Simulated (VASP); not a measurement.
Tl: single point with PBEsol

The system is Tl.

```
CELL_PARAMETERS angstrom
3.25665 0.00000 0.00000
-1.62833 2.82034 0.00000
0.00000 0.00000 5.24144
ATOMIC_POSITIONS crystal
Tl 0.33333 0.66667 0.25000
Tl 0.66667 0.33333 0.75000
```

| Property | Result |
| --- | --- |
| Program | VASP 6.6.1 |
| Task | single point |
| Functional | PBEsol |
| Potentials or basis | VASP PAW PBE potentials, release 64 (Tl_d) |
| Cutoff | 520 eV |
| k mesh | 16 × 16 × 10 |
| Occupations | fermi-dirac, width 0.1 eV |
| Spin | no spin polarisation |

```json
{
  "Pressure": "9.9 GPa",
  "Band gap on the k mesh": "zero (band 13 reaches 12.51 eV, above the bottom of band 14 at 5.48 eV)"
}
```

Levels at points of the mesh, in eV from the Fermi level:
| k point | band 10 | band 11 | band 12 | band 13 | band 14 | band 15 | band 16 | band 17 |
| --- | --- | --- | --- | --- | --- | --- | --- | --- |
| (0.00, 0.00, 0.00) | -11.14 | -11.14 | -5.12 | -3.72 | 9.23 | 9.23 | 10.57 | 11.67 |
| (0.50, 0.00, 0.00) | -11.05 | -5.96 | -5.10 | -0.46 | 0.37 | 1.30 | 4.18 | 4.18 |
| (0.00, 0.00, 0.50) | -11.30 | -9.69 | -9.69 | 3.81 | 3.81 | 10.31 | 10.31 | 10.31 |
| (0.50, 0.00, 0.50) | -11.07 | -4.64 | -4.64 | -2.95 | -2.95 | 6.22 | 6.22 | 6.96 |

Wall time 120 s on 1 thread of Oxide Virtual Turin-like Processor (shared host), peak memory 0.22 GiB.

Caveat: the PAW data sets were made with another functional, which shifts forces and pressure a little; spin-orbit coupling is left out, which moves the levels of the heavy elements.
